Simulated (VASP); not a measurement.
# Ti (Im-3m) in VASP: a series of runs

Runs on Ti. Level: PBE. Tasks: relaxation of cell and atoms.

Program: VASP 6.6.1. These are calculated values, not measurements. Logs are shortened: lines on timing, memory, paths and dates and some standing lists are left out, and cuts for length are marked.

## Step 1: The cell of the first run

The structure is cubic, space group Im-3m (No. 229). The conventional cell has a = 3.004 Å, b = 3.004 Å, c = 3.004 Å, α = 90.00°, β = 90.00°, γ = 90.00°. Ti (site symmetry m-3m) has 14 Ti at 2.60 to 3.00 Å within 3.4 Å.

This isn't the form of Ti at room conditions, which is hcp.

## Step 2: Relaxation of cell and atoms, PBE, target pressure 38 GPa, at which the enthalpy is minimised

Input file INCAR:

```
SYSTEM = Ti
PREC = Accurate ; ENCUT = 600
EDIFF = 1E-7 ; ISMEAR = -1
SIGMA = 0.1 ; LREAL = .FALSE.
LASPH = .TRUE. ; NELM = 80
ALGO = Normal ; ISIF = 3
LWAVE = .FALSE. ; LCHARG = .FALSE.
GGA = PE ; IBRION = 2
NSW = 32 ; EDIFFG = -0.005
PSTRESS = 380.0
```

Input file KPOINTS:

```
regular mesh
0
G
  18 18 18
  0 0 0
```

Input file POSCAR:

```
Ti
1.0
   -1.5021414118      1.5021414118      1.5021414118
    1.5021414118     -1.5021414118      1.5021414118
    1.5021414118      1.5021414118     -1.5021414118
Ti
1
Direct
    0.0000000000      0.0000000000      0.0000000000
```

Potentials or basis: VASP PAW PBE potentials, release 64 (Ti_sv).

On the command line:

```bash
$ cat potpaw_PBE.64/Ti_sv/POTCAR > POTCAR
$ mpirun -np 1 vasp_std > vasp.out
```

OUTCAR:

```text
SYSTEM = Ti
   PREC = Accurate
   ENCUT = 600
   EDIFF = 1E-7
   ISMEAR = -1
   LREAL = .FALSE.
   LASPH = .TRUE.
   NELM = 80
   ISIF = 3
   GGA = PE
   IBRION = 2
   NSW = 32
   EDIFFG = -0.005
   PSTRESS = 380.0

 ion  position               nearest neighbor table
   1  0.000  0.000  0.000-

  LATTYP: Found a body centered cubic cell.
 ALAT       =     3.0042828236

  Lattice vectors:

 A1 = (  -1.5021414118,   1.5021414118,   1.5021414118)
 A2 = (   1.5021414118,  -1.5021414118,   1.5021414118)
 A3 = (   1.5021414118,   1.5021414118,  -1.5021414118)

Analysis of symmetry for initial positions (statically):
=====================================================================
 Subroutine PRICEL returns:
 Original cell was already a primitive cell.

 Routine SETGRP: Setting up the symmetry group for a
 body centered cubic supercell.

 Subroutine GETGRP returns: Found 48 space group operations
 (whereof 48 operations were pure point group operations)
 out of a pool of 48 trial point group operations.

The static configuration has the point symmetry O_h .

Analysis of symmetry for dynamics (positions and initial velocities):
=====================================================================
 Subroutine PRICEL returns:
 Original cell was already a primitive cell.

 Routine SETGRP: Setting up the symmetry group for a
 body centered cubic supercell.

 Subroutine GETGRP returns: Found 48 space group operations
 (whereof 48 operations were pure point group operations)
 out of a pool of 48 trial point group operations.

The dynamic configuration has the point symmetry O_h .

 Subroutine INISYM returns: Found 48 space group operations
 (whereof 48 operations are pure point group operations),
 and found     1 'primitive' translations

----------------------------------------------------------------------------------------

                                     Primitive cell

  volume of cell :      13.5579

  direct lattice vectors                    reciprocal lattice vectors
    -1.502141412  1.502141412  1.502141412     0.000000000  0.332858142  0.332858142
     1.502141412 -1.502141412  1.502141412     0.332858142  0.000000000  0.332858142
     1.502141412  1.502141412 -1.502141412     0.332858142  0.332858142  0.000000000

  length of vectors
     2.601785245  2.601785245  2.601785245     0.470732499  0.470732499  0.470732499

  position of ions in fractional coordinates (direct lattice)
     0.000000000  0.000000000  0.000000000

  ion indices of the primitive-cell ions
   primitive index   ion index
                 1           1

----------------------------------------------------------------------------------------

 KPOINTS: regular mesh

Automatic generation of k-mesh.
 Grid dimensions read from file:
 generate k-points for:   18   18   18

 Generating k-lattice:

  Cartesian coordinates                     Fractional coordinates (reciprocal lattice)
     0.000000000  0.018492119  0.018492119     0.055555556  0.000000000  0.000000000
     0.018492119  0.000000000  0.018492119     0.000000000  0.055555556  0.000000000
     0.018492119  0.018492119  0.000000000     0.000000000  0.000000000  0.055555556

  Length of vectors
     0.026151806  0.026151806  0.026151806

  Shift w.r.t. Gamma in fractional coordinates (k-lattice)
     0.000000000  0.000000000  0.000000000

 Subroutine IBZKPT returns following result:
 ===========================================

 Found    195 irreducible k-points:

 Following reciprocal coordinates:
            Coordinates               Weight
  0.000000  0.000000  0.000000      1.000000
  0.055556  0.000000  0.000000     12.000000
  0.111111  0.000000  0.000000     12.000000
  0.166667  0.000000  0.000000     12.000000
  0.222222  0.000000  0.000000     12.000000
  0.277778  0.000000  0.000000     12.000000
[... 16 lines left out ...]
  0.333333  0.111111  0.000000     48.000000
  0.388889  0.111111  0.000000     48.000000
 [... further k-points ...]
   k-points           NKPTS =    195   k-points in BZ     NKDIM =    195   number of bands    NBANDS=     10
   number of dos      NEDOS =    301   number of ions     NIONS =      1
   total plane-waves  NPLWV =  13824
   dimension x,y,z NGX =    24 NGY =   24 NGZ =   24
   dimension x,y,z NGXF=    48 NGYF=   48 NGZF=   48
   ions per type =               1
   NGX,Y,Z   is equivalent  to a cutoff of  15.34, 15.34, 15.34 a.u.
   NGXF,Y,Z  is equivalent  to a cutoff of  30.67, 30.67, 30.67 a.u.
 SYSTEM =  Ti
   PREC   = accura    normal or accurate (medium, high low for compatibility)
   ISTART =      0    job   : 0-new  1-cont  2-samecut
   ICHARG =      2    charge: 1-file 2-atom 10-const
   ISPIN  =      1    spin polarized calculation?
   LNONCOLLINEAR =      F non collinear calculations
   LSORBIT =      F    spin-orbit coupling
   LASPH  =      T    aspherical Exc in radial PAW
   ENCUT  =  600.0 eV  44.10 Ry    6.64 a.u.   5.20  5.20  5.20*2*pi/ulx,y,z
   NELM   =     80;   NELMIN=  2; NELMDL= -5     # of ELM steps
   EDIFF  = 0.1E-06   stopping-criterion for ELM
   LREAL  =      F    real-space projection
   EDIFFG = -.5E-02   stopping-criterion for IOM
   NSW    =     32    number of steps for IOM
   IBRION =      2    ionic relax: 0-MD 1-quasi-New 2-CG
   NFREE  =      1    steps in history (QN), initial steepest desc. (CG)
   ISIF   =      3    stress and relaxation
   ISYM   =      2    0-nonsym 1-usesym 2-fastsym
   POTIM  = 0.5000    time-step for ionic-motion
   TEBEG  =    0.0;   TEEND  =   0.0 temperature during run
   PSTRESS=  380.0 pullay stress
   NELECT =      12.0000    total number of electrons
   NUPDOWN=      -1.0000    fix difference up-down
   EMIN   =  10.00;   EMAX   =-10.00  energy-range for DOS
   EFERMI =   0.00;   METHOD = LEGACY
   ISMEAR =    -1;   SIGMA  =   0.10  broadening in eV -4-tet -1-fermi 0-gaus
   EFERMI_NEDOS =   21; number of points for ismear=-14 and -15
   IALGO  =     38    algorithm
   IMIX   =      4    mixing-type and parameters
     AMIX     =   0.40;   BMIX     =  1.00
     AMIX_MAG =   1.60;   BMIX_MAG =  1.00
  volume/ion in A,a.u.               =      13.56        91.49
  Fermi-wavevector in a.u.,A,eV,Ry     =   1.571826  2.970320 33.615051  2.470637
  Thomas-Fermi vector in A             =   2.673352
   LORBIT       =      0    0 simple, 1 ext, 2 COOP (PROOUT), +10 PAW based schemes
   GGA     = PE    functional components
   LHFCALC =     F    Hartree Fock is set to
   AEXX    =    0.0000 exact exchange contribution
   IVDW    =     0    specifies the selected vdW correction
   LEPSILON=     F    determine dielectric tensor
   LRPA    =     F    only Hartree local field effects (RPA)
 conjugate gradient relaxation of ions
 non-spin polarized calculation
  energy-cutoff  :      600.00
  volume of cell :       13.56
 maximum number of plane-waves:       468
 NGX is ok and might be reduce to    24
   NGX = 11   NGY = 11   NGZ = 11

--------------------------------------- Ionic step        1  -------------------------------------------

 number of electron      12.0000000 magnetization

 Free energy of the ion-electron system (eV)
  ---------------------------------------------------
  ext. energy  EPLUGINS =         0.00000000
  ---------------------------------------------------
  free energy    TOTEN  =        -7.39452990 eV

  energy without entropy =       -7.34152873  energy(sigma->0) =       -7.36802931

------------------------ aborting loop because EDIFF is reached ----------------------------------------

  FORCE on cell =-STRESS in cart. coord.  units (eV):
  Direction    XX          YY          ZZ          XY          YZ          ZX
  --------------------------------------------------------------------------------------
  -------------------------------------------------------------------------------------
  Total        3.1516468      3.1516468      3.1516468      0.0000000     -0.0000000      0.0000000
  in kB      372.4394534    372.4394534    372.4394534      0.0000000     -0.0000000      0.0000000
  external PRESSURE =      -7.5605466 kB  Pullay stress =     380.0000000 kB
[... 59 lines left out ...]
  enthalpy is  TOTEN    =        -4.1787405524 eV   P V=        3.1859422163

--------------------------------------- Ionic step        3  -------------------------------------------

 number of electron      12.0000000 magnetization

 Free energy of the ion-electron system (eV)
  ---------------------------------------------------
  ext. energy  EPLUGINS =         0.00000000
  ---------------------------------------------------
  free energy    TOTEN  =        -7.38302024 eV

  energy without entropy =       -7.33039415  energy(sigma->0) =       -7.35670720

 E-fermi :  10.9757     XC(G=0): -12.7275

 val. band max:       10.9720851296   @ k =   0.1667   0.1111   0.0556
 cond. band min:      10.9826049344   @ k =   0.2778   0.2222   0.0556
 fundamental gap:      0.0105198049
 Fermi energy:        10.9756529426

 k-point     1 :       0.0000    0.0000    0.0000
  band No.  band energies     occupation
      1     -45.1522      2.00000
      2     -20.5579      2.00000
      3     -20.5579      2.00000
      4     -20.5579      2.00000
      5       4.6100      2.00000
      6      12.1533      0.00002
      7      12.1533      0.00002
      8      12.1533      0.00002
      9      14.5278      0.00000
     10      14.5278      0.00000
[... 287 lines left out ...]
 k-point    24 :       0.3889    0.1111    0.0000
  band No.  band energies     occupation
      1     -44.8024      2.00000
      2     -21.9297      2.00000
      3     -21.0397      2.00000
      4     -20.6372      2.00000
      5       8.1816      2.00000
      6      10.3162      1.99727
      7      12.1660      0.00001
      8      14.4831      0.00000
      9      15.2821      0.00000
     10      17.2218      0.00000

 [... further k-points ...]

------------------------ aborting loop because EDIFF is reached ----------------------------------------

  FORCE on cell =-STRESS in cart. coord.  units (eV):
  Direction    XX          YY          ZZ          XY          YZ          ZX
  --------------------------------------------------------------------------------------
  -------------------------------------------------------------------------------------
  Total        3.2035984      3.2035984      3.2035984      0.0000000      0.0000000      0.0000000
  in kB      379.9524926    379.9524926    379.9524926      0.0000000      0.0000000      0.0000000
  external PRESSURE =      -0.0475074 kB  Pullay stress =     380.0000000 kB
[... 16 lines left out ...]
  FREE ENERGIE OF THE ION-ELECTRON SYSTEM (eV)
  ---------------------------------------------------
  free  energy   TOTEN  =        -7.3830202446 eV

  energy  without entropy=       -7.3303941524  energy(sigma->0) =       -7.35670720

  enthalpy is  TOTEN    =        -4.1790212451 eV   P V=        3.2039989995

 reached required accuracy - stopping structural energy minimisation
```

Run time: 2.1 min. Hardware: 1 thread of Intel Xeon 8259CL, shared host; peak memory 0.18 GiB.

What came out:

```
Free energy                                                : -7.3830 eV
Relaxed volume                                             : 13.51 Å³/atom
Relaxed cell                                               : a = 2.599 Å, b = 2.599 Å, c = 2.599 Å, α = 109.47°, β = 109.47°, γ = 109.47°
Space group after relaxing (to 0.1 Å)                      : Im-3m (No. 229)
Energy change on relaxing (the run minimises the enthalpy) : +11.5 meV/atom
Ionic steps                                                : 3
Pressure after relaxing                                    : 38.0 GPa
Band gap on the k mesh                                     : zero (bands 6 and 7 overlap by 1.96 eV)
```

Step by step:
| step | energy change (eV) | largest force (eV/Å) | pressure (GPa) | volume (Å³) |
| --- | --- | --- | --- | --- |
| 1 | 0.0000 | 0.0000 | 37.24 | 13.56 |
| 2 | 0.0298 | 0.0000 | 39.18 | 13.43 |
| 3 | 0.0115 | 0.0000 | 38.00 | 13.51 |

Final structure:
```
Ti
1.0
    -1.50033    1.50033    1.50033
     1.50033   -1.50033    1.50033
     1.50033    1.50033   -1.50033
Ti
1
Direct
  0.00000 0.00000 0.00000
```

Levels at points of the mesh, in eV from the Fermi level:
```csv
k point,band 3,band 4,band 5,band 6,band 7,band 8,band 9,band 10
"(0.00, 0.00, 0.00)",-31.53,-31.53,-6.37,1.18,1.18,1.18,3.55,3.55
"(0.50, 0.00, 0.00)",-31.97,-31.55,-3.16,-0.75,2.21,3.62,4.09,5.78
"(0.50, 0.50, 0.50)",-32.50,-32.50,-3.13,-3.13,5.27,5.27,5.27,10.76
```

Caveat: the cell is relaxed towards a set pressure, so the run minimises the enthalpy, not the energy.

## Step 3: Relaxation of cell and atoms, PBE, target pressure 38 GPa, at which the enthalpy is minimised

This run uses another cell than the first one, of 13.71 Å³/atom.

Input file INCAR:

```
ALGO = Normal ; EDIFF = 1E-7
EDIFFG = -0.005 ; ENCUT = 600
GGA = PE ; IBRION = 2
ISIF = 3 ; ISMEAR = -1
LASPH = T ; LCHARG = F
LREAL = F ; LWAVE = F
NELM = 100 ; NSW = 60
PREC = Accurate ; PSTRESS = 380.0
SIGMA = 0.1
```

Input file KPOINTS:

```
k-points
0
Gamma
  18 18 18
```

Input file POSCAR:

```
Ti
1.0
   -1.5078550132      1.5078550132      1.5078550132
    1.5078550132     -1.5078550132      1.5078550132
    1.5078550132      1.5078550132     -1.5078550132
Ti
1
Direct
    0.0000000000      0.0000000000      0.0000000000
```

Potentials or basis: VASP PAW PBE potentials, release 64 (Ti_sv).

On the command line:

```bash
$ cat potpaw_PBE.64/Ti_sv/POTCAR > POTCAR
$ mpirun -np 1 vasp_std > vasp.out
```

Run time: 2.1 min. Hardware: 1 thread of Intel Xeon 8259CL, shared host; peak memory 0.17 GiB.

Results (log left out):

- Free energy: -7.3833 eV
- Relaxed volume: 13.51 Å³/atom
- Relaxed cell: a = 2.599 Å, b = 2.599 Å, c = 2.599 Å, α = 109.47°, β = 109.47°, γ = 109.47°
- Space group after relaxing (to 0.1 Å): Im-3m (No. 229)
- Energy change on relaxing (the run minimises the enthalpy): +46.3 meV/atom
- Ionic steps: 3
- Pressure after relaxing: 38.0 GPa
- Band gap on the k mesh: zero (bands 6 and 7 overlap by 1.96 eV)

The path:
| step | energy change (eV) | largest force (eV/Å) | pressure (GPa) | volume (Å³) |
| --- | --- | --- | --- | --- |
| 1 | 0.0000 | 0.0000 | 34.90 | 13.71 |
| 2 | 0.1261 | 0.0000 | 43.06 | 13.19 |
| 3 | 0.0463 | 0.0000 | 37.98 | 13.51 |

Final structure:
```
Ti
1.0
    -1.50036    1.50036    1.50036
     1.50036   -1.50036    1.50036
     1.50036    1.50036   -1.50036
Ti
1
Direct
  0.00000 0.00000 0.00000
```

Levels at points of the mesh, in eV from the Fermi level:
| k point | band 2 | band 3 | band 4 | band 5 | band 6 | band 7 | band 8 | band 9 | band 10 |
| --- | --- | --- | --- | --- | --- | --- | --- | --- | --- |
| (0.00, 0.00, 0.00) | -31.53 | -31.53 | -31.53 | -6.37 | 1.18 | 1.18 | 1.18 | 3.55 | 3.55 |
| (0.50, 0.00, 0.00) | -33.00 | -31.97 | -31.55 | -3.16 | -0.75 | 2.21 | 3.62 | 4.09 | 5.78 |
| (0.50, 0.50, 0.50) | -32.50 | -32.50 | -32.50 | -3.13 | -3.13 | 5.27 | 5.27 | 5.27 | 10.76 |

Caveat: the cell is relaxed towards a set pressure, so the run minimises the enthalpy, not the energy.
